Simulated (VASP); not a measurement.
Write the native input for VASP 6.6.1 that does the following.

```yaml
Task: relaxation of cell and atoms
Functional: PBE
Potentials_or_basis: VASP PAW PBE potentials, release 64 (Rb_sv)
Cutoff: 600 eV
k_mesh: 12 × 12 × 12
Occupations: gaussian, width 0.1 eV
Spin: no spin polarisation
Dipole_correction: no
Further_INCAR_settings: ALGO = Normal; EDIFF = 1e-06; IBRION = 2; EDIFFG = -0.01; NSW = 100; ISIF = 3
```

The structure of Rb lies in POSCAR:

```
Rb
1.0
    4.6200217000      0.0000000000      0.0000000000
    0.0000000000      4.6200217000      0.0000000000
    0.0000000000      0.0000000000      4.6200217000
Rb
1
Direct
    0.0000000000      0.0000000000      0.0000000000
```

This isn't the form of Rb at room conditions, which is bcc.

One way to write it, as run:

INCAR

```
SYSTEM = Rb
PREC = Accurate
ENCUT = 600
EDIFF = 1E-6
ISMEAR = 0
SIGMA = 0.1
LREAL = .FALSE.
LASPH = .TRUE.
NELM = 100
ALGO = Normal
ISIF = 3
LWAVE = .FALSE.
LCHARG = .FALSE.
GGA = PE
IBRION = 2
NSW = 100
EDIFFG = -0.01
```

KPOINTS

```
Automatic mesh
0
G
  12 12 12
  0 0 0
```

Potentials or basis: VASP PAW PBE potentials, release 64 (Rb_sv).

The run is started by

```sh
$ cat potpaw_PBE.64/Rb_sv/POTCAR > POTCAR
$ mpirun -np 1 vasp_std > vasp.out
```

Results of the run:

```json
{
  "Pressure after relaxing": "0.0 GPa",
  "Band gap on the k mesh": "zero (an odd number of electrons rules out a gap without spin polarisation)"
}
```

Run time: 30 s on 1 thread of AMD EPYC 9R45 96-Core Processor (Zen 5), with other jobs on the host, peak memory 0.25 GiB.
